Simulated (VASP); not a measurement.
# Hf: single point with PBE

The system is Hf.

```
Hf
1.0
     0.00000    2.22000    2.22000
     2.22000    0.00000    2.22000
     2.22000    2.22000    0.00000
Hf
1
Cartesian
  0.0000 0.0000 0.0000
```

* Program: VASP 6.6.1
* Task: single point
* Functional: PBE
* Potentials or basis: VASP PAW PBE potentials, release 64 (Hf_pv)
* Cutoff: 500 eV
* k mesh: 20 × 20 × 20
* Occupations: gaussian, width 0.15 eV
* Spin: no spin polarisation

```yaml
Pressure: 2.8 GPa
Band_gap_on_the_k_mesh: zero (band 5 reaches 6.31 eV, above the bottom of band 6 at 4.37 eV)
```

Levels at points of the mesh, in eV from the Fermi level:
```
           k point  band 1  band 2  band 3  band 4  band 5  band 6  band 7  band 8  band 9  band 10
(0.00, 0.00, 0.00)  -29.93  -29.93  -29.93   -7.29    1.41    1.41    1.41    4.28    4.28    11.39
(0.50, 0.00, 0.00)  -30.81  -30.05  -30.05   -3.70    0.65    1.18    1.18    6.46    6.46     9.66
(0.50, 0.50, 0.00)  -30.75  -30.25  -30.25   -3.35   -2.21    2.64    6.48    7.11    7.11    10.09
```

It took 98 s on 1 thread of AMD EPYC 7R13, with other jobs on the host, peak memory 0.15 GiB.

Caveat: spin-orbit coupling is left out, which moves the levels of the heavy elements.
